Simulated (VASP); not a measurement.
A run of VASP 6.6.1 is set up as follows.

INCAR

```
PREC = Accurate
ENCUT = 520
EDIFF = 1E-6
ISMEAR = 0
SIGMA = 0.1
LREAL = F
LASPH = T
NELM = 150
ALGO = Normal
ISIF = 2
LWAVE = F
LCHARG = F
ISPIN = 2
MAGMOM = 0 0 0 0 1 1
LORBIT = 11
GGA = PE
NBANDS = 24
```

The input KPOINTS:

```
regular mesh
0
Gamma
  6 6 6
```

Contents of POSCAR:

```
Al3BN2
1.0
    5.0770984800      0.0000000000      0.0000000000
   -2.5385492400      4.3968962600      0.0000000000
    0.0000000000      0.0000000000      3.0298010100
Al B N
3 1 2
Direct
    0.5000000000      0.0000000000      0.5000000000
    0.5000000000      0.5000000000      0.5000000000
    0.0000000000      0.5000000000      0.5000000000
    0.0000000000      0.0000000000      0.0000000000
    0.3333333300      0.6666666700      0.0000000000
    0.6666666700      0.3333333300      0.0000000000
```

Potentials or basis: VASP PAW PBE potentials, release 64 (Al, B, N).

Launch:

```bash
$ cat potpaw_PBE.64/Al/POTCAR potpaw_PBE.64/B/POTCAR potpaw_PBE.64/N/POTCAR > POTCAR
$ mpirun -np 1 vasp_std > vasp.out
```

Problem. What does it give for the band gap on the k mesh?

Solution. Zero (filled and empty bands overlap).

Problem. Estimate the pressure.

Solution. -5.0 GPa.

Problem. Predict the net moment.

Solution. 0.00 μB per cell.

Stress tensor (GPa, compression positive):
```
 18.16   0.00   0.00
  0.00  18.16   0.00
  0.00   0.00 -51.43
```

Caveat: the stress differs along the axes, from -51 to 18 GPa; semilocal functionals underestimate gaps, and a narrow one can read as zero.
